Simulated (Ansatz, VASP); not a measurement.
## SnO2: VASP beside Ansatz

File INCAR:

```
SYSTEM = SnO2
ALGO = Normal
EDIFF = 1E-6
ENCUT = 600
GGA = PS
GGA_COMPAT = .False.
ISIF = 2
ISMEAR = -1
LASPH = .True.
LCHARG = .False.
LREAL = .False.
LWAVE = .False.
NBANDS = 20
NELM = 120
PREC = Accurate
SIGMA = 0.1
```

File KPOINTS:

```
k-points
0
Gamma
  4 4 4
  0 0 0
```

POSCAR

```
SnO2
1.0
    1.6170950000      0.9336302336      4.8005933333
   -1.6170950000      0.9336302336      4.8005933333
    0.0000000000     -1.8672604671      4.8005933333
Sn O
1 2
Direct
    0.5000000000      0.5000000000      0.5000000000
    0.2371733333      0.2371733333      0.2371733333
    0.7628266667      0.7628266667      0.7628266667
```

Input for Ansatz:

```yaml
crystal:
  lattice:
    a: 3.23419
    b: 3.23419
    c: 14.40178
    alpha: 90.0
    beta: 90.0
    gamma: 120.0
  space_group: 166
  atoms:
    - { symbol: Sn, position: [0.6666666666666666, 0.3333333333333333, 0.8333333333333334] }
    - { symbol: O, position: [0.3333333333333333, 0.6666666666666666, 0.90384] }
  reduce_to_primitive: true
basis:
  ecutwfc: 517.016338673772
kpoints:
  mp_grid:
    grid: [4, 4, 4]
hamiltonian:
  xc: pbesol
scf:
  convergence:
    dr2_threshold: 1.0e-09
  occupations:
    method: fermi_dirac
output:
  stress: true
```

Alike in both runs: task single point; functional PBEsol; k mesh 4 × 4 × 4; no spin polarisation.

```csv
,VASP,Ansatz
version,VASP 6.6.1,Ansatz 0.2.0
potentials or method,"VASP PAW PBE potentials, release 64 (Sn_d, O), cutoff 600 eV","plane waves, PAW"
occupations,"fermi-dirac, width 0.1 eV",fermi-dirac
valence electrons in the cell,26,26
```

```csv
,VASP,Ansatz,Ansatz less VASP
pressure (GPa),-4.7,-5.1,-0.45
"traceless stress, the component that is largest in VASP (GPa)",0.91,1.28,+0.367
```

VASP's potentials were made for PBE, not for PBEsol. Ansatz's warnings: stress scf threshold loose.

The k mesh is coarse, so the values compare programs but aren't converged.
